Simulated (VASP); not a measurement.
Input of a VASP 6.6.1 run:

POSCAR

```
Al
1.0
    2.9530781191      0.0000000000      0.0000000000
   -1.4765390595      2.5574406705      0.0000000000
    0.0000000000      0.0000000000      4.6235075000
Al
2
Direct
    0.6666666667      0.3333333333      0.7500000000
    0.3333333333      0.6666666667      0.2500000000
```

Contents of INCAR.step1:

```
ALGO     = Normal         # electronic algorithm
EDIFF    = 1E-4           # SCF threshold, eV
ENCUT    = 520            # plane-wave cutoff, eV
GGA      = PE             # functional
ISMEAR   = 0              # smearing method
LASPH    = True           # aspherical terms in the spheres
LCHARG   = False          # write CHGCAR
LREAL    = False          # projectors in reciprocal space
LWAVE    = True           # write WAVECAR
NBANDS   = 10             # bands
NELM     = 100            # most SCF steps
PREC     = Accurate       # precision mode
SIGMA    = 0.15           # smearing width, eV
```

The input INCAR.step2:

```
ALGO     = Normal         # electronic algorithm
EDIFF    = 1E-6           # SCF threshold, eV
ENCUT    = 520            # plane-wave cutoff, eV
ISIF     = 2              # what is computed and relaxed
ISMEAR   = 0              # smearing method
ISTART   = 1            
LASPH    = True           # aspherical terms in the spheres
LCHARG   = True           # write CHGCAR
LELF     = True           # ELF
LMIXTAU  = True         
LREAL    = False          # projectors in reciprocal space
LVHAR    = True         
LWAVE    = False          # write WAVECAR
METAGGA  = R2SCAN         # meta-GGA
NBANDS   = 10             # bands
NELM     = 100            # most SCF steps
PREC     = Accurate       # precision mode
SIGMA    = 0.15           # smearing width, eV
```

Contents of KPOINTS:

```
k-points
0
Gamma
  18 18 10
```

Potentials or basis: VASP PAW PBE potentials, release 64 (Al).

Run with:

```console
$ cat potpaw_PBE.64/Al/POTCAR > POTCAR
$ cp INCAR.step1 INCAR
$ mpirun -np 1 vasp_std > vasp.out
$ cp INCAR.step2 INCAR
$ mpirun -np 1 vasp_std > vasp.out
```

(1) Predict the band gap on the k mesh.

(2) Predict the pressure.

## Answers

(1) zero (band 3 reaches 12.36 eV, above the bottom of band 4 at 4.07 eV).

(2) -6.4 GPa.

Caveat: the cell differs from its parent crystal (strain +0.050 along x and y, -0.050 along z); the PAW data sets were made with another functional, which shifts forces and pressure a little.
